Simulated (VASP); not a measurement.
Wanted: the native input for a VASP 6.6.1 run.

```
Task                   : single point
Functional             : PBEsol
Potentials or basis    : VASP PAW PBE potentials, release 64 (Si, Ge_d)
Cutoff                 : 520 eV
k mesh                 : 12 × 12 × 6
Occupations            : gaussian, width 0.03 eV
Spin                   : no spin polarisation
Dipole correction      : no
Further INCAR settings : ALGO = Normal; EDIFF = 1e-06; NBANDS = 26
```

The structure of SiGe lies in POSCAR:

```
SiGe
1.0
    3.9044512986      0.0000000000      0.0000000000
   -1.9522256493      3.3813540124      0.0000000000
    0.0000000000      0.0000000000      6.4507830000
Si Ge
2 2
Direct
    0.6666666667      0.3333333333      0.8939844926
    0.3333333333      0.6666666667      0.3939844926
    0.6666666667      0.3333333333      0.5003920000
    0.3333333333      0.6666666667      0.0003920000
```

This cell differs from its parent crystal: all Si atoms moved +0.125 Å, as atom 1 along Cartesian [0 0 1].

These files were run (other wordings do the same):

INCAR

```
SYSTEM = SiGe
PREC = Accurate
ENCUT = 520
EDIFF = 1E-6
ISMEAR = 0
SIGMA = 0.03
LREAL = .False.
LASPH = .True.
NELM = 80
ALGO = Normal
ISIF = 2
LWAVE = .False.
LCHARG = .False.
GGA = PS
NBANDS = 26
```

KPOINTS

```
Automatic mesh
0
Gamma
  12 12 6
  0 0 0
```

Potentials or basis: VASP PAW PBE potentials, release 64 (Si, Ge_d).

Command:

```bash
$ cat potpaw_PBE.64/Si/POTCAR potpaw_PBE.64/Ge_d/POTCAR > POTCAR
$ mpirun -np 1 vasp_std > vasp.out
```

Results of the run:

| Item | Value |
| --- | --- |
| Pressure | 0.3 GPa |
| Largest force | 1.218 eV/Å |
| Band gap on the k mesh | zero (band 18 reaches 5.74 eV, above the bottom of band 19 at 5.71 eV) |

Caveat: the cell differs from its parent crystal (all Si atoms moved +0.125 Å, as atom 1 along Cartesian [0 0 1]); the PAW data sets were made with another functional, which shifts forces and pressure a little.

Run time: 5.3 min on 1 thread of AMD EPYC 7R13, on a shared host, peak memory 0.25 GiB.
